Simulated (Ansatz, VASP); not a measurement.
## Ag in VASP and in Ansatz

```
Ag
1.0
     0.00000    2.81409    2.81409
     2.81409    0.00000    2.81409
     2.81409    2.81409    0.00000
Ag
2
Direct
  0.91250 0.86250 0.86250
  0.08750 0.13750 0.13750
```

Change from the starting cell: shortest bond scaled by 1.1, crystal datasets.

Alike in both runs: task electric field gradients; functional PBEsol; k mesh 9 × 9 × 9; occupations fermi-dirac, width 0.05 eV; no spin polarisation.

|  | VASP | Ansatz |
| --- | --- | --- |
| version | VASP 6.6.1 | Ansatz 0.2.0 |
| potentials or method | VASP PAW PBE potentials, release 64 (Ag), cutoff 520 eV | all-electron PAW with datasets made for the crystal, scalar-relativistic |

|  | VASP | Ansatz | Ansatz less VASP |
| --- | --- | --- | --- |
| pressure (GPa) | 17.9 | 18.4 | +0.47 |
| traceless stress, the component that is largest in VASP (GPa) | 8.36 | 8.51 | +0.145 |
| rms of the force components (eV/Å) | 0.930 | 0.945 | +0.0148 |
| size of Vzz on the site where it differs most (V/Å²) | 43.2 | 9.8 | -33.35 |

VASP's potentials were made for PBE, not for PBEsol. Atom by atom the forces differ by 0.015 eV/Å (rms over components). Ansatz ran all-electron here, and VASP with PAW potentials.
